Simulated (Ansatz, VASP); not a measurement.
**One calculation of AlNi, two programs**

File INCAR:

```
  ALGO = Fast
  EDIFF = 1E-6
  ENCUT = 520
  GGA = PE
  ISIF = 2
  ISMEAR = 0
  LASPH = T
  LCHARG = F
  LREAL = F
  LWAVE = F
  NBANDS = 14
  NELM = 100
  PREC = Accurate
  SIGMA = 0.15
```

KPOINTS

```
k-points
0
Gamma
  20 20 20
```

File POSCAR:

```
AlNi
1.0
    2.8930835280      0.0000000000      0.0000000000
    0.0000000000      2.8930835280      0.0000000000
    0.0000000000      0.0000000000      2.9654106162
Al Ni
1 1
Direct
    0.0000000000      0.0000000000      0.0000000000
    0.5000000000      0.5000000000      0.5000000000
```

Input for Ansatz:

```yaml
crystal:
  lattice:
    - [2.893083528, 0.0, 0.0]
    - [0.0, 2.893083528, 0.0]
    - [0.0, 0.0, 2.9654106162]
  atoms:
    - { symbol: Al, position: [0.0, 0.0, 0.0] }
    - { symbol: Ni, position: [0.5, 0.5, 0.5] }
basis:
  ecutwfc: 420
kpoints:
  mp_grid: { grid: [20, 20, 20] }
hamiltonian:
  xc: pbe
scf:
  occupations: { method: gaussian, width: 0.15 }
output:
  forces: true
  stress: true
  eigenvalues: true
```

Change from the starting cell: strain +0.000 along x and y, +0.025 along z, atoms carried along.

Alike in both runs: task single point; functional PBE; k mesh 20 × 20 × 20; occupations gaussian, width 0.15 eV; no spin polarisation.

|  | VASP | Ansatz |
| --- | --- | --- |
| version | VASP 6.6.1 | Ansatz 0.2.0 |
| potentials or method | VASP PAW PBE potentials, release 64 (Al, Ni), cutoff 520 eV | scalar-relativistic, plane waves, PAW |
| valence electrons in the cell | 13 | 21 |

```csv
,VASP,Ansatz,Ansatz less VASP
gap on the k mesh at the Fermi level (eV),none,none,-
pressure (GPa),-3.9,-3.7,+0.19
"traceless stress, the component that is largest in VASP (GPa)",-0.99,-0.96,+0.029
```

A gap of «none» marks a metal or a gap that the smearing closes. VASP's potentials hold 13 valence electrons a cell and Ansatz's 21, so a difference there can come from the potentials and not from the codes.
